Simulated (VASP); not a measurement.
Write the native input for VASP 6.6.1 that does the following.

- Task: single point
- Functional: revPBE
- Potentials or basis: VASP PAW PBE potentials, release 64 (Au)
- Cutoff: 520 eV
- k mesh: 10 × 10 × 10
- Occupations: fermi-dirac, width 0.05 eV
- Spin: no spin polarisation
- Dipole correction: no
- Further INCAR settings: ALGO = Fast; EDIFF = 1e-06; NBANDS = 12

The structure of Au lies in POSCAR:

```
Au
1.0
    2.7721638849      0.0000000000      0.0000000000
    0.0000000000      2.7721638849      0.0000000000
    0.0000000000      0.0000000000      2.7721638849
Au
1
Direct
    0.5000000000      0.5000000000      0.5000000000
```

One way to write it, as run:

INCAR

```
SYSTEM = Au
PREC = Accurate
ENCUT = 520
EDIFF = 1E-6
ISMEAR = -1
SIGMA = 0.05
LREAL = .FALSE.
LASPH = .TRUE.
NELM = 80
ALGO = Fast
ISIF = 2
LWAVE = .FALSE.
LCHARG = .TRUE.
GGA = RE
LELF = .TRUE.
LVHAR = .TRUE.
NBANDS = 12
```

KPOINTS

```
regular mesh
0
G
  10 10 10
  0 0 0
```

Potentials or basis: VASP PAW PBE potentials, release 64 (Au).

Run with:

```sh
$ cat potpaw_PBE.64/Au/POTCAR > POTCAR
$ mpirun -np 1 vasp_std > vasp.out
```

It gave:

```json
{"Pressure": "-0.2 GPa"}
```

Caveat: the PAW data sets were made with another functional, which shifts forces and pressure a little.

It took 14 s on 1 thread of Intel Xeon 8259CL, on a shared host, peak memory 0.14 GiB.
